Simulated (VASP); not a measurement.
# Ta (Im-3m) in VASP: a series of runs

Runs on Ta. Level: PBE. Tasks: single point.

All numbers are computed with VASP 6.6.1; they aren't measurements. Logs are shortened: lines on timing, memory, paths and dates and some standing lists are left out, and cuts for length are marked.

## (1) The cell of the first run

The structure is cubic, space group Im-3m (No. 229). The conventional cell has a = 3.303 Å, b = 3.303 Å, c = 3.303 Å, α = 90.00°, β = 90.00°, γ = 90.00°. Ta (site symmetry m-3m) has 14 Ta at 2.86 to 3.30 Å within 3.8 Å.

## (2) Single point, PBE

File INCAR:

```
ALGO = Normal
EDIFF = 1E-6
ENCUT = 500
GGA = PE
GGA_COMPAT = False
ISIF = 2
ISMEAR = 1
LASPH = True
LCHARG = True
LELF = True
LREAL = False
LVHAR = True
LWAVE = False
NBANDS = 12
NELM = 120
PREC = Accurate
SIGMA = 0.05
```

File KPOINTS:

```
k-points
0
Gamma
  10 10 10
```

File POSCAR:

```
Ta
1.0
   -1.6512800000      1.6512800000      1.6512800000
    1.6512800000     -1.6512800000      1.6512800000
    1.6512800000      1.6512800000     -1.6512800000
Ta
1
Direct
    0.0000000000      0.0000000000      0.0000000000
```

Potentials or basis: VASP PAW PBE potentials, release 64 (Ta_pv).

Run with:

```
cat potpaw_PBE.64/Ta_pv/POTCAR > POTCAR
mpirun -np 1 vasp_std > vasp.out
```

OUTCAR:

```text
EDIFF = 1E-6
   ENCUT = 500
   GGA = PE
   ISIF = 2
   ISMEAR = 1
   LASPH = True
   LREAL = False
   NELM = 120
   PREC = Accurate

 ion  position               nearest neighbor table
   1  0.000  0.000  0.000-

  LATTYP: Found a body centered cubic cell.
 ALAT       =     3.3025600000

  Lattice vectors:

 A1 = (  -1.6512800000,   1.6512800000,   1.6512800000)
 A2 = (   1.6512800000,  -1.6512800000,   1.6512800000)
 A3 = (   1.6512800000,   1.6512800000,  -1.6512800000)

Analysis of symmetry for initial positions (statically):
=====================================================================
 Subroutine PRICEL returns:
 Original cell was already a primitive cell.

 Routine SETGRP: Setting up the symmetry group for a
 body centered cubic supercell.

 Subroutine GETGRP returns: Found 48 space group operations
 (whereof 48 operations were pure point group operations)
 out of a pool of 48 trial point group operations.

The static configuration has the point symmetry O_h .

Analysis of symmetry for dynamics (positions and initial velocities):
=====================================================================
 Subroutine PRICEL returns:
 Original cell was already a primitive cell.

 Routine SETGRP: Setting up the symmetry group for a
 body centered cubic supercell.

 Subroutine GETGRP returns: Found 48 space group operations
 (whereof 48 operations were pure point group operations)
 out of a pool of 48 trial point group operations.

The dynamic configuration has the point symmetry O_h .

 Subroutine INISYM returns: Found 48 space group operations
 (whereof 48 operations are pure point group operations),
 and found     1 'primitive' translations

----------------------------------------------------------------------------------------

                                     Primitive cell

  volume of cell :      18.0104

  direct lattice vectors                    reciprocal lattice vectors
    -1.651280000  1.651280000  1.651280000     0.000000000  0.302795407  0.302795407
     1.651280000 -1.651280000  1.651280000     0.302795407  0.000000000  0.302795407
     1.651280000  1.651280000 -1.651280000     0.302795407  0.302795407  0.000000000

  length of vectors
     2.860100858  2.860100858  2.860100858     0.428217371  0.428217371  0.428217371

  position of ions in fractional coordinates (direct lattice)
     0.000000000  0.000000000  0.000000000

[... 82 lines left out ...]
   ISYM   =      2    0-nonsym 1-usesym 2-fastsym
   POTIM  = 0.5000    time-step for ionic-motion
   TEBEG  =    0.0;   TEEND  =   0.0 temperature during run
   PSTRESS=    0.0 pullay stress
   NELECT =      11.0000    total number of electrons
   NUPDOWN=      -1.0000    fix difference up-down
   EMIN   =  10.00;   EMAX   =-10.00  energy-range for DOS
   EFERMI =   0.00;   METHOD = LEGACY
   ISMEAR =     1;   SIGMA  =   0.05  broadening in eV -4-tet -1-fermi 0-gaus
   EFERMI_NEDOS =   21; number of points for ismear=-14 and -15
   IALGO  =     38    algorithm
   IMIX   =      4    mixing-type and parameters
     AMIX     =   0.40;   BMIX     =  1.00
     AMIX_MAG =   1.60;   BMIX_MAG =  1.00
  volume/ion in A,a.u.               =      18.01       121.54
  Fermi-wavevector in a.u.,A,eV,Ry     =   1.388988  2.624806 26.249534  1.929286
  Thomas-Fermi vector in A             =   2.513061
   LORBIT       =      0    0 simple, 1 ext, 2 COOP (PROOUT), +10 PAW based schemes
   GGA     = PE    functional components
   LHFCALC =     F    Hartree Fock is set to
   AEXX    =    0.0000 exact exchange contribution
   IVDW    =     0    specifies the selected vdW correction
   LEPSILON=     F    determine dielectric tensor
   LRPA    =     F    only Hartree local field effects (RPA)
 non-spin polarized calculation
 Methfessel and Paxton  Order N= 1 SIGMA  =   0.05
  energy-cutoff  :      500.00
  volume of cell :       18.01
 maximum number of plane-waves:       470
 NGX is ok and might be reduce to    24
   NGX = 11   NGY = 11   NGZ = 11

 number of electron      11.0000002 magnetization

 Free energy of the ion-electron system (eV)
  ---------------------------------------------------
  ext. energy  EPLUGINS =         0.00000000
  ---------------------------------------------------
  free energy    TOTEN  =       -11.80793075 eV

  energy without entropy =      -11.80785731  energy(sigma->0) =      -11.80790627

 E-fermi :   5.5279     XC(G=0): -12.6258

 val. band max:        5.4484587580   @ k =  -0.4000   0.4000   0.1000
 cond. band min:       5.5280657516   @ k =   0.4000   0.2000   0.0000
 fundamental gap:      0.0796069936
 Fermi energy:         5.5278768923

 k-point     1 :       0.0000    0.0000    0.0000
  band No.  band energies     occupation
      1     -27.6291      2.00000
      2     -27.6291      2.00000
      3     -27.6291      2.00000
      4      -2.4285      2.00000
      5       6.1984     -0.00000
      6       6.1984     -0.00000
      7       6.1984     -0.00000
      8       9.4755      0.00000
      9       9.4755      0.00000
     10      20.1234      0.00000
     11      20.5031      0.00000
     12      20.5031      0.00000
[... 331 lines left out ...]
 k-point    24 :      -0.3000    0.3000    0.1000
  band No.  band energies     occupation
      1     -28.4010      2.00000
      2     -27.9214      2.00000
      3     -27.7225      2.00000
      4       0.8628      2.00000
      5       4.9992      2.00000
      6       5.0991      2.00000
      7       8.0361      0.00000
      8       9.6806      0.00000
      9      10.4364      0.00000
     10      19.5025      0.00000
     11      20.1329      0.00000
     12      22.1644      0.00000

 [... further k-points ...]

------------------------ aborting loop because EDIFF is reached ----------------------------------------

  FORCE on cell =-STRESS in cart. coord.  units (eV):
  Direction    XX          YY          ZZ          XY          YZ          ZX
  --------------------------------------------------------------------------------------
  -------------------------------------------------------------------------------------
  Total        0.5691815      0.5691815      0.5691815     -0.0000000     -0.0000000      0.0000000
  in kB       50.6336431     50.6336431     50.6336431     -0.0000000     -0.0000000      0.0000000
  external PRESSURE =      50.6336431 kB  Pullay stress =       0.0000000 kB

 VOLUME and BASIS-vectors are now :
 -----------------------------------------------------------------------------
  energy-cutoff  :      500.00
  volume of cell :       18.01
      direct lattice vectors                 reciprocal lattice vectors
    -1.651280000  1.651280000  1.651280000     0.000000000  0.302795407  0.302795407
     1.651280000 -1.651280000  1.651280000     0.302795407  0.000000000  0.302795407
     1.651280000  1.651280000 -1.651280000     0.302795407  0.302795407  0.000000000

 POSITION                                       TOTAL-FORCE (eV/Angst)
 -----------------------------------------------------------------------------------
      0.00000      0.00000      0.00000         0.000000      0.000000      0.000000
 -----------------------------------------------------------------------------------
    total drift:                               -0.000000      0.000000      0.000000

  FREE ENERGIE OF THE ION-ELECTRON SYSTEM (eV)
  ---------------------------------------------------
  free  energy   TOTEN  =       -11.8079307469 eV

  energy  without entropy=      -11.8078573074  energy(sigma->0) =      -11.80790627
```

OSZICAR:

```text
N       E                     dE             d eps       ncg     rms          rms(c)
DAV:   1     0.592705973034E+02    0.59271E+02   -0.59372E+03  1136   0.851E+02
DAV:   2    -0.112406471015E+02   -0.70511E+02   -0.68783E+02  1236   0.240E+02
DAV:   3    -0.122824246200E+02   -0.10418E+01   -0.10257E+01  1340   0.276E+01
DAV:   4    -0.122851224512E+02   -0.26978E-02   -0.26977E-02  1260   0.156E+00
DAV:   5    -0.122851318174E+02   -0.93662E-05   -0.93660E-05  1352   0.843E-02    0.135E+01
DAV:   6    -0.119234945671E+02    0.36164E+00   -0.28414E-01  1304   0.582E+00    0.658E+00
DAV:   7    -0.118088207081E+02    0.11467E+00   -0.27633E-01  1312   0.524E+00    0.356E-01
DAV:   8    -0.118079171183E+02    0.90359E-03   -0.92315E-03  1272   0.620E-01    0.569E-02
DAV:   9    -0.118079381685E+02   -0.21050E-04   -0.33811E-05  1296   0.601E-02    0.291E-02
DAV:  10    -0.118079308341E+02    0.73344E-05   -0.27769E-06  1224   0.205E-02    0.359E-03
DAV:  11    -0.118079307469E+02    0.87207E-07   -0.15918E-07   704   0.430E-03
   1 F= -.11807931E+02 E0= -.11807906E+02  d E =-.734395E-04
```

It took 8.6 s on 1 thread of Intel Xeon 6975P-C, shared host; peak memory 0.14 GiB.

What came out:

| Property | Result |
| --- | --- |
| Free energy | -11.8079 eV |
| Pressure | 5.1 GPa |

Levels at points of the mesh, in eV from the Fermi level:
```csv
k point,band 2,band 3,band 4,band 5,band 6,band 7,band 8,band 9
"(0.00, 0.00, 0.00)",-33.16,-33.16,-7.96,0.67,0.67,0.67,3.95,3.95
"(0.50, 0.00, 0.00)",-33.54,-33.16,-4.42,-1.60,1.55,3.83,4.85,7.72
"(0.50, 0.50, 0.50)",-33.97,-33.97,-3.85,-3.85,6.76,6.76,6.76,8.61
```

Caveat: spin-orbit coupling is left out, which moves the levels of the heavy elements.

## (3) Single point, PBE

This run uses another cell than the first one, of 18.46 Å³/atom, 1.025 times its volume.

File INCAR:

```
PREC = Accurate
ENCUT = 500
EDIFF = 1E-6
ISMEAR = 1
SIGMA = 0.05
LREAL = False
LASPH = True
NELM = 120
ALGO = Normal
ISIF = 2
LWAVE = False
LCHARG = False
GGA = PE
NBANDS = 12
GGA_COMPAT = False
```

File KPOINTS:

```
Automatic mesh
0
Gamma
  10 10 10
```

File POSCAR:

```
Ta
1.0
   -1.6649275610      1.6649275610      1.6649275610
    1.6649275610     -1.6649275610      1.6649275610
    1.6649275610      1.6649275610     -1.6649275610
Ta
1
Direct
    0.0000000000      0.0000000000      0.0000000000
```

Potentials or basis: VASP PAW PBE potentials, release 64 (Ta_pv).

Run with:

```
cat potpaw_PBE.64/Ta_pv/POTCAR > POTCAR
mpirun -np 1 vasp_std > vasp.out
```

Wall time 8.6 s (1 thread of Intel Xeon 6975P-C, shared host); peak memory 0.14 GiB.

Results (log left out):

- Free energy: -11.8147 eV
- Pressure: -0.3 GPa

Levels at points of the mesh, in eV from the Fermi level:
| k point | band 3 | band 4 | band 5 | band 6 | band 7 | band 8 |
| --- | --- | --- | --- | --- | --- | --- |
| (0.00, 0.00, 0.00) | -33.22 | -7.83 | 0.71 | 0.71 | 0.71 | 3.90 |
| (0.50, 0.00, 0.00) | -33.22 | -4.28 | -1.49 | 1.47 | 3.76 | 4.76 |
| (0.50, 0.50, 0.50) | -33.97 | -3.67 | -3.67 | 6.60 | 6.60 | 6.60 |

Caveat: spin-orbit coupling is left out, which moves the levels of the heavy elements.

## (4) Single point, PBE

This run uses another cell than the first one, of 18.91 Å³/atom, 1.050 times its volume.

File INCAR:

```
PREC = Accurate
ENCUT = 500
EDIFF = 1E-6
ISMEAR = 1
SIGMA = 0.05
LREAL = F
LASPH = T
NELM = 120
ALGO = Normal
ISIF = 2
LWAVE = F
LCHARG = F
GGA = PE
NBANDS = 12
GGA_COMPAT = F
```

File KPOINTS:

```
regular mesh
0
Gamma
  10 10 10
```

File POSCAR:

```
Ta
1.0
   -1.6783549761      1.6783549761      1.6783549761
    1.6783549761     -1.6783549761      1.6783549761
    1.6783549761      1.6783549761     -1.6783549761
Ta
1
Direct
    0.0000000000      0.0000000000      0.0000000000
```

Run with:

```
cat potpaw_PBE.64/Ta_pv/POTCAR > POTCAR
mpirun -np 1 vasp_std > vasp.out
```

It used 5.9 s of CPU time on 1 thread of Intel Xeon 6975P-C, on a shared host.

The run converged. Its results:

```
Free energy : -11.8070 eV
Pressure    : -5.2 GPa
```

Levels at points of the mesh, in eV from the Fermi level:
```
           k point  band 1  band 2  band 3  band 4  band 5  band 6  band 7  band 8  band 9  band 10
(0.00, 0.00, 0.00)  -33.27  -33.27  -33.27   -7.70    0.74    0.74    0.74    3.85    3.85    14.51
(0.50, 0.00, 0.00)  -34.27  -33.60  -33.28   -4.14   -1.39    1.41    3.70    4.66    7.33    10.97
(0.50, 0.50, 0.50)  -33.97  -33.97  -33.97   -3.50   -3.50    6.45    6.45    6.45    8.25     8.25
```

Caveat: spin-orbit coupling is left out, which moves the levels of the heavy elements.

## (5) The runs side by side

```tsv
cell	gap on the mesh (eV)	pressure (GPa)
a = 2.860 Å, angles 109.5°, 1 atom	none	5.1
a = 2.884 Å, angles 109.5°, 1 atom	none	-0.3
a = 2.907 Å, angles 109.5°, 1 atom	none	-5.2
```

Alike in all rows: task single point; level PBE; potentials or basis VASP PAW PBE potentials, release 64 (Ta_pv); no spin polarisation; k mesh 10 × 10 × 10; cutoff (eV) 500; smearing methfessel-paxton 0.05 eV.

Caveats: spin-orbit coupling is left out, which moves the levels of the heavy elements.

Total energies depend on the potentials used, so only differences within one code and one set of settings carry meaning.
